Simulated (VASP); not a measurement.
# Be (I4/mmm) in VASP: a series of runs

Runs on Be. Level: PBEsol. Tasks: single point.

Program: VASP 6.6.1. These are calculated values, not measurements. Logs are shortened: lines on timing, memory, paths and dates and some standing lists are left out, and cuts for length are marked.

## Step 1: The cell of the first run

Symmetry: I4/mmm, No. 139, tetragonal system. The conventional cell has a = 2.431 Å, b = 2.431 Å, c = 2.469 Å, α = 90.00°, β = 90.00°, γ = 90.00°. Be (site symmetry 4/mmm) has 14 Be at 2.12 to 2.47 Å within 2.8 Å.

This isn't the form of Be at room conditions, which is hcp.

## Step 2: Single point, PBEsol (strain -0.030 along x and y, -0.015 along z)

Contents of INCAR:

```
SYSTEM = Be
PREC = Accurate
ENCUT = 520
EDIFF = 1E-6
ISMEAR = 0
SIGMA = 0.15
LREAL = .FALSE.
LASPH = .TRUE.
NELM = 80
ALGO = Fast
ISIF = 2
LWAVE = .FALSE.
LCHARG = .FALSE.
GGA = PS
NBANDS = 7
```

Contents of KPOINTS:

```
regular mesh
0
G
  26 26 26
  0 0 0
```

Contents of POSCAR:

```
Be
1.0
   -1.2155273228      1.2155273228      1.2343241370
    1.2155273228     -1.2155273228      1.2343241370
    1.2155273228      1.2155273228     -1.2343241370
Be
1
Direct
    0.0000000000      0.0000000000      0.0000000000
```

Potentials or basis: VASP PAW PBE potentials, release 64 (Be).

The run is started by

```console
> cat potpaw_PBE.64/Be/POTCAR > POTCAR
> mpirun -np 1 vasp_std > vasp.out
```

OUTCAR:

```text
SYSTEM = Be
   PREC = Accurate
   ENCUT = 520
   EDIFF = 1E-6
   ISMEAR = 0
   LREAL = .FALSE.
   LASPH = .TRUE.
   NELM = 80
   ISIF = 2
   GGA = PS

 ion  position               nearest neighbor table
   1  0.000  0.000  0.000-

  LATTYP: Found a body centered tetragonal cell.
 ALAT       =     2.4310546456
 C/A-ratio  =     1.0154639175

  Lattice vectors:

 A1 = (  -1.2155273228,   1.2155273228,   1.2343241370)
 A2 = (   1.2155273228,  -1.2155273228,   1.2343241370)
 A3 = (   1.2155273228,   1.2155273228,  -1.2343241370)

Analysis of symmetry for initial positions (statically):
=====================================================================
 Subroutine PRICEL returns:
 Original cell was already a primitive cell.

 Routine SETGRP: Setting up the symmetry group for a
 body centered tetragonal supercell.

 Subroutine GETGRP returns: Found 16 space group operations
 (whereof 16 operations were pure point group operations)
 out of a pool of 16 trial point group operations.

The static configuration has the point symmetry D_4h.

Analysis of symmetry for dynamics (positions and initial velocities):
=====================================================================
 Subroutine PRICEL returns:
 Original cell was already a primitive cell.

 Routine SETGRP: Setting up the symmetry group for a
 body centered tetragonal supercell.

 Subroutine GETGRP returns: Found 16 space group operations
 (whereof 16 operations were pure point group operations)
 out of a pool of 16 trial point group operations.

The dynamic configuration has the point symmetry D_4h.

 Subroutine INISYM returns: Found 16 space group operations
 (whereof 16 operations are pure point group operations),
 and found     1 'primitive' translations

----------------------------------------------------------------------------------------

                                     Primitive cell

  volume of cell :       7.2949

  direct lattice vectors                    reciprocal lattice vectors
    -1.215527323  1.215527323  1.234324137     0.000000000  0.411344106  0.405079983
     1.215527323 -1.215527323  1.234324137     0.411344106  0.000000000  0.405079983
     1.215527323  1.215527323 -1.234324137     0.411344106  0.411344106  0.000000000

  length of vectors
     2.116263079  2.116263079  2.116263079     0.577316002  0.577316002  0.581728414

  position of ions in fractional coordinates (direct lattice)
     0.000000000  0.000000000  0.000000000

  ion indices of the primitive-cell ions
   primitive index   ion index
                 1           1

----------------------------------------------------------------------------------------

 KPOINTS: regular mesh

Automatic generation of k-mesh.
 Grid dimensions read from file:
 generate k-points for:   26   26   26

 Generating k-lattice:

  Cartesian coordinates                     Fractional coordinates (reciprocal lattice)
     0.000000000  0.015820927  0.015579999     0.038461538  0.000000000 -0.000000000
     0.015820927  0.000000000  0.015579999     0.000000000  0.038461538 -0.000000000
     0.015820927  0.015820927  0.000000000     0.000000000  0.000000000  0.038461538

  Length of vectors
     0.022204462  0.022204462  0.022374170

  Shift w.r.t. Gamma in fractional coordinates (k-lattice)
     0.000000000  0.000000000  0.000000000

 Subroutine IBZKPT returns following result:
 ===========================================

 Found   1330 irreducible k-points:

 Following reciprocal coordinates:
            Coordinates               Weight
  0.000000  0.000000  0.000000      1.000000
  0.038462  0.000000 -0.000000      8.000000
  0.076923  0.000000 -0.000000      8.000000
  0.115385  0.000000 -0.000000      8.000000
  0.153846  0.000000  0.000000      8.000000
  0.192308  0.000000 -0.000000      8.000000
[... 16 lines left out ...]
  0.346154  0.038462  0.000000     16.000000
  0.384615  0.038462 -0.000000     16.000000
 [... further k-points ...]
   k-points           NKPTS =   1330   k-points in BZ     NKDIM =   1330   number of bands    NBANDS=      7
   number of dos      NEDOS =    301   number of ions     NIONS =      1
   total plane-waves  NPLWV =   4096
   dimension x,y,z NGX =    16 NGY =   16 NGZ =   16
   dimension x,y,z NGXF=    32 NGYF=   32 NGZF=   32
   ions per type =               1
   NGX,Y,Z   is equivalent  to a cutoff of  12.57, 12.57, 12.57 a.u.
   NGXF,Y,Z  is equivalent  to a cutoff of  25.14, 25.14, 25.14 a.u.
 SYSTEM =  Be
   PREC   = accura    normal or accurate (medium, high low for compatibility)
   ISTART =      0    job   : 0-new  1-cont  2-samecut
   ICHARG =      2    charge: 1-file 2-atom 10-const
   ISPIN  =      1    spin polarized calculation?
   LNONCOLLINEAR =      F non collinear calculations
   LSORBIT =      F    spin-orbit coupling
   LASPH  =      T    aspherical Exc in radial PAW
   ENCUT  =  520.0 eV  38.22 Ry    6.18 a.u.   3.93  3.93  3.93*2*pi/ulx,y,z
   NELM   =     80;   NELMIN=  2; NELMDL= -5     # of ELM steps
   EDIFF  = 0.1E-05   stopping-criterion for ELM
   LREAL  =      F    real-space projection
   EDIFFG = 0.1E-04   stopping-criterion for IOM
   NSW    =      0    number of steps for IOM
   IBRION =     -1    ionic relax: 0-MD 1-quasi-New 2-CG
   NFREE  =      0    steps in history (QN), initial steepest desc. (CG)
   ISIF   =      2    stress and relaxation
   ISYM   =      2    0-nonsym 1-usesym 2-fastsym
   POTIM  = 0.5000    time-step for ionic-motion
   TEBEG  =    0.0;   TEEND  =   0.0 temperature during run
   PSTRESS=    0.0 pullay stress
   NELECT =       2.0000    total number of electrons
   NUPDOWN=      -1.0000    fix difference up-down
   EMIN   =  10.00;   EMAX   =-10.00  energy-range for DOS
   EFERMI =   0.00;   METHOD = LEGACY
   ISMEAR =     0;   SIGMA  =   0.15  broadening in eV -4-tet -1-fermi 0-gaus
   EFERMI_NEDOS =   21; number of points for ismear=-14 and -15
   IALGO  =     68    algorithm
   IMIX   =      4    mixing-type and parameters
     AMIX     =   0.40;   BMIX     =  1.00
     AMIX_MAG =   1.60;   BMIX_MAG =  1.00
  volume/ion in A,a.u.               =       7.29        49.23
  Fermi-wavevector in a.u.,A,eV,Ry     =   1.063519  2.009760 15.389179  1.131073
  Thomas-Fermi vector in A             =   2.199007
   LORBIT       =      0    0 simple, 1 ext, 2 COOP (PROOUT), +10 PAW based schemes
   GGA     = PS    functional components
   LHFCALC =     F    Hartree Fock is set to
   AEXX    =    0.0000 exact exchange contribution
   IVDW    =     0    specifies the selected vdW correction
   LEPSILON=     F    determine dielectric tensor
   LRPA    =     F    only Hartree local field effects (RPA)
 non-spin polarized calculation
 RMM-DIIS sequential band-by-band and
 Gauss-broadening in eV      SIGMA  =   0.15
  energy-cutoff  :      520.00
  volume of cell :        7.29
 maximum number of plane-waves:       210
   NGX =  7   NGY =  7   NGZ =  7

 number of electron       2.0000000 magnetization

 Free energy of the ion-electron system (eV)
  ---------------------------------------------------
  ext. energy  EPLUGINS =         0.00000000
  ---------------------------------------------------
  free energy    TOTEN  =        -3.88914685 eV

  energy without entropy =       -3.88841598  energy(sigma->0) =       -3.88878142

 E-fermi :   8.5679     XC(G=0): -10.8804

 val. band max:        8.5656097681   @ k =   0.3077   0.2692   0.1538
 cond. band min:       8.5782758661   @ k =   0.3462   0.2692   0.0000
 fundamental gap:      0.0126660980
 Fermi energy:         8.5678750596

 k-point     1 :       0.0000    0.0000    0.0000
  band No.  band energies     occupation
      1      -4.0955      2.00000
      2      29.0855      0.00000
      3      29.2116      0.00000
      4      29.2116      0.00000
      5      40.6012      0.00000
      6      40.6012      0.00000
      7      41.3170      0.00000

 k-point     2 :       0.0385    0.0000   -0.0000
  band No.  band energies     occupation
      1      -4.0426      2.00000
      2      28.8479      0.00000
      3      28.9805      0.00000
      4      29.1008      0.00000
      5      39.9016      0.00000
      6      40.1262      0.00000
      7      41.3923      0.00000

 k-point     3 :       0.0769    0.0000   -0.0000
  band No.  band energies     occupation
      1      -3.8840      2.00000
      2      27.9858      0.00000
      3      28.3656      0.00000
      4      28.9052      0.00000
      5      38.2724      0.00000
      6      38.7903      0.00000
      7      41.8148      0.00000

 k-point     4 :       0.1154    0.0000   -0.0000
  band No.  band energies     occupation
      1      -3.6194      2.00000
      2      26.5445      0.00000
      3      27.5260      0.00000
      4      28.6056      0.00000
      5      36.9388      0.00000
      6      37.3672      0.00000
      7      41.2221      0.00000

 k-point     5 :       0.1538    0.0000    0.0000
  band No.  band energies     occupation
      1      -3.2489      2.00000
      2      24.6647      0.00000
      3      26.5984      0.00000
      4      28.2109      0.00000
      5      36.0254      0.00000
      6      36.0996      0.00000
      7      40.9313      0.00000

 k-point     6 :       0.1923    0.0000   -0.0000
  band No.  band energies     occupation
      1      -2.7727      2.00000
      2      22.5405      0.00000
      3      25.6715      0.00000
      4      27.7478      0.00000
      5      34.8041      0.00000
      6      35.6513      0.00000
      7      40.9384      0.00000

 k-point     7 :       0.2308    0.0000   -0.0000
  band No.  band energies     occupation
      1      -2.1920      2.00000
      2      20.3317      0.00000
      3      24.7977      0.00000
      4      27.2510      0.00000
      5      33.7170      0.00000
      6      35.4742      0.00000
      7      41.2160      0.00000
[... 121 lines left out ...]
 k-point    20 :       0.2308    0.0385   -0.0000
  band No.  band energies     occupation
      1      -1.8274      2.00000
      2      19.2605      0.00000
      3      24.1538      0.00000
      4      26.6490      0.00000
      5      33.7159      0.00000
      6      35.4581      0.00000
      7      41.6047      0.00000

 k-point    21 :       0.2692    0.0385   -0.0000
  band No.  band energies     occupation
      1      -1.0962      2.00000
      2      17.1047      0.00000
      3      23.4286      0.00000
      4      26.1217      0.00000
      5      32.9160      0.00000
      6      35.5636      0.00000
      7      42.2126      0.00000

 k-point    22 :       0.3077    0.0385    0.0000
  band No.  band energies     occupation
      1      -0.2744      2.00000
      2      15.0557      0.00000
      3      22.8116      0.00000
      4      25.6462      0.00000
      5      32.2390      0.00000
      6      35.7688      0.00000
      7      43.0005      0.00000

 k-point    23 :       0.3462    0.0385    0.0000
  band No.  band energies     occupation
      1       0.6189      2.00000
      2      13.1588      0.00000
      3      22.3114      0.00000
      4      25.2441      0.00000
      5      31.6908      0.00000
      6      36.0261      0.00000
      7      43.9261      0.00000

 k-point    24 :       0.3846    0.0385   -0.0000
  band No.  band energies     occupation
      1       1.5415      2.00000
      2      11.4722      0.00000
      3      21.9337      0.00000
      4      24.9305      0.00000
      5      31.2753      0.00000
      6      36.2858      0.00000
      7      44.9220      0.00000

 [... further k-points ...]

------------------------ aborting loop because EDIFF is reached ----------------------------------------

  FORCE on cell =-STRESS in cart. coord.  units (eV):
  Direction    XX          YY          ZZ          XY          YZ          ZX
  --------------------------------------------------------------------------------------
  -------------------------------------------------------------------------------------
  Total        0.4339932      0.4339932      0.3245511      0.0000000      0.0000000      0.0000000
  in kB       95.3179886     95.3179886     71.2812012      0.0000000      0.0000000      0.0000000
  external PRESSURE =      87.3057261 kB  Pullay stress =       0.0000000 kB

 VOLUME and BASIS-vectors are now :
 -----------------------------------------------------------------------------
  energy-cutoff  :      520.00
  volume of cell :        7.29
      direct lattice vectors                 reciprocal lattice vectors
    -1.215527323  1.215527323  1.234324137     0.000000000  0.411344106  0.405079983
     1.215527323 -1.215527323  1.234324137     0.411344106  0.000000000  0.405079983
     1.215527323  1.215527323 -1.234324137     0.411344106  0.411344106  0.000000000

 POSITION                                       TOTAL-FORCE (eV/Angst)
 -----------------------------------------------------------------------------------
      0.00000      0.00000      0.00000         0.000000      0.000000      0.000000
 -----------------------------------------------------------------------------------
    total drift:                               -0.000000     -0.000000     -0.000000

  FREE ENERGIE OF THE ION-ELECTRON SYSTEM (eV)
  ---------------------------------------------------
  free  energy   TOTEN  =        -3.8891468477 eV

  energy  without entropy=       -3.8884159824  energy(sigma->0) =       -3.88878142
```

Wall time 13 s (1 thread of Intel Xeon 6975P-C (Granite Rapids), shared host); peak memory 0.16 GiB.

Results:

```
Free energy            : -3.8891 eV
Pressure               : 8.7 GPa
Band gap on the k mesh : zero (bands 1 and 2 overlap by 5.22 eV)
```

Levels at points of the mesh, in eV from the Fermi level:
```
           k point  band 1  band 2  band 3  band 4  band 5  band 6
(0.00, 0.00, 0.00)  -12.66   20.52   20.64   20.64   32.03   32.03
(0.50, 0.00, 0.00)   -5.57    0.58   13.14   16.54   21.57   27.98
(0.50, 0.50, 0.00)   -5.44    0.78   12.77   16.01   20.98   27.68
(0.50, 0.50, 0.50)    3.79    4.42    4.42    9.99   10.40   20.14
```

Caveat: the cell differs from its parent crystal (strain -0.030 along x and y, -0.015 along z); the cell stands under pressure; the PAW data sets were made with another functional, which shifts forces and pressure a little.

## Step 3: Single point, PBEsol (strain -0.030 along x and y, +0.000 along z)

Contents of INCAR:

```
SYSTEM = Be
ALGO = Normal
EDIFF = 1E-7
ENCUT = 520
GGA = PS
ISIF = 2
ISMEAR = 0
LASPH = .TRUE.
LCHARG = .FALSE.
LREAL = .FALSE.
LWAVE = .FALSE.
NBANDS = 7
NELM = 60
PREC = Accurate
SIGMA = 0.15
```

Contents of KPOINTS:

```
k-points
0
G
  26 26 26
  0 0 0
```

Contents of POSCAR:

```
Be
1.0
   -1.2155273228      1.2155273228      1.2531209513
    1.2155273228     -1.2155273228      1.2531209513
    1.2155273228      1.2155273228     -1.2531209513
Be
1
Direct
    0.0000000000      0.0000000000      0.0000000000
```

Potentials or basis: VASP PAW PBE potentials, release 64 (Be).

The run is started by

```console
> cat potpaw_PBE.64/Be/POTCAR > POTCAR
> mpirun -np 1 vasp_std > vasp.out
```

OUTCAR:

```text
SYSTEM = Be
   EDIFF = 1E-7
   ENCUT = 520
   GGA = PS
   ISIF = 2
   ISMEAR = 0
   LASPH = .TRUE.
   LREAL = .FALSE.
   NELM = 60
   PREC = Accurate

 ion  position               nearest neighbor table
   1  0.000  0.000  0.000-

  LATTYP: Found a body centered tetragonal cell.
 ALAT       =     2.4310546456
 C/A-ratio  =     1.0309278350

  Lattice vectors:

 A1 = (  -1.2155273228,   1.2155273228,   1.2531209513)
[... 417 lines left out ...]
      4      24.7747      0.00000
      5      31.1327      0.00000
      6      35.9568      0.00000
      7      44.2259      0.00000

 [... further k-points ...]

------------------------ aborting loop because EDIFF is reached ----------------------------------------

  FORCE on cell =-STRESS in cart. coord.  units (eV):
  Direction    XX          YY          ZZ          XY          YZ          ZX
  --------------------------------------------------------------------------------------
  -------------------------------------------------------------------------------------
  Total        0.3627467      0.3627467      0.1774179      0.0000000      0.0000000      0.0000000
  in kB       78.4750608     78.4750608     38.3818198      0.0000000      0.0000000      0.0000000
  external PRESSURE =      65.1106471 kB  Pullay stress =       0.0000000 kB

 VOLUME and BASIS-vectors are now :
 -----------------------------------------------------------------------------
  energy-cutoff  :      520.00
  volume of cell :        7.41
      direct lattice vectors                 reciprocal lattice vectors
    -1.215527323  1.215527323  1.253120951     0.000000000  0.411344106  0.399003783
     1.215527323 -1.215527323  1.253120951     0.411344106  0.000000000  0.399003783
     1.215527323  1.215527323 -1.253120951     0.411344106  0.411344106  0.000000000

 POSITION                                       TOTAL-FORCE (eV/Angst)
 -----------------------------------------------------------------------------------
      0.00000      0.00000      0.00000         0.000000     -0.000000      0.000000
 -----------------------------------------------------------------------------------
    total drift:                                0.000000      0.000000     -0.000000

  FREE ENERGIE OF THE ION-ELECTRON SYSTEM (eV)
  ---------------------------------------------------
  free  energy   TOTEN  =        -3.8928853802 eV

  energy  without entropy=       -3.8918576673  energy(sigma->0) =       -3.89237152
```

OSZICAR:

```text
N       E                     dE             d eps       ncg     rms          rms(c)
DAV:   1    -0.260376733104E+01   -0.26038E+01   -0.11632E+03 20223   0.235E+02
DAV:   2    -0.390655454443E+01   -0.13028E+01   -0.12590E+01 25711   0.264E+01
DAV:   3    -0.390834723075E+01   -0.17927E-02   -0.17926E-02 21063   0.870E-01
DAV:   4    -0.390834750379E+01   -0.27304E-06   -0.27409E-06 28028   0.108E-02
DAV:   5    -0.390834750349E+01    0.29922E-09   -0.29750E-10 21238   0.475E-05    0.858E-01
DAV:   6    -0.389715410027E+01    0.11193E-01   -0.10054E-03 20083   0.353E-01    0.525E-01
DAV:   7    -0.389289724414E+01    0.42569E-02   -0.10397E-03 19698   0.357E-01    0.171E-02
DAV:   8    -0.389288482614E+01    0.12418E-04   -0.25668E-06 22449   0.156E-02    0.425E-03
DAV:   9    -0.389288539058E+01   -0.56444E-06   -0.22154E-07 22757   0.273E-03    0.146E-04
DAV:  10    -0.389288538021E+01    0.10366E-07   -0.28099E-10 14371   0.171E-04
   1 F= -.38928854E+01 E0= -.38923715E+01  d E =-.102771E-02
```

It took 9.9 s on 1 thread of Intel Xeon 6975P-C (Granite Rapids), shared host; peak memory 0.16 GiB.

What came out:

| Quantity | Value |
| --- | --- |
| Free energy | -3.8929 eV |
| Pressure | 6.5 GPa |
| Band gap on the k mesh | zero (bands 1 and 2 overlap by 4.70 eV) |

Stress tensor (GPa, compression positive):
```
7.85 0.00 0.00
0.00 7.85 0.00
0.00 0.00 3.84
```

Caveat: the cell differs from its parent crystal (strain -0.030 along x and y, +0.000 along z); the cell stands under pressure; the PAW data sets were made with another functional, which shifts forces and pressure a little.

[end of part 1 of 2]

The gap in the log of VASP goes by the Fermi energy; the results here count the filled bands.